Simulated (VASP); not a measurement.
MgO, 2 atoms in the cell. It takes space group I4mm (No. 107, tetragonal). The conventional cell has a = 3.020 Å, b = 3.020 Å, c = 4.270 Å, α = 90.00°, β = 90.00°, γ = 90.00°. Mg (site symmetry 4mm) has 5 O at 1.84 to 2.16 Å within 2.4 Å. O (site symmetry 4mm) has 5 Mg at 1.84 to 2.16 Å within 2.4 Å.  This cell differs from its parent crystal: atom 2 (O) moved by (-0.300, +0.000) A along y and z.

| Property | Result |
| --- | --- |
| Program | VASP 6.6.1 |
| Task | single point |
| Functional | LDA |
| Potentials or basis | VASP PAW LDA potentials, release 64 (Mg, O) |
| Cutoff | 600 eV |
| k mesh | 6 × 6 × 6 |
| Occupations | gaussian, width 0.05 eV |
| Spin | no spin polarisation |
| Dipole correction | no |
| Further INCAR settings | ALGO = Normal; EDIFF = 1e-06; NBANDS = 11 |

Potentials or basis: VASP PAW LDA potentials, release 64 (Mg, O).

Launch:

```bash
$ cat potpaw_LDA.64/Mg/POTCAR potpaw_LDA.64/O/POTCAR > POTCAR
$ mpirun -np 1 vasp_std > vasp.out
```

Hardware: 1 thread of AMD EPYC 7R13, on a shared host.

**Question.** How long does it take, and how much memory?

**Answer.** It took 15 s on 1 thread of AMD EPYC 7R13 (shared host), peak memory 0.1 GiB. Counts: scf iterations 13, k points 30.
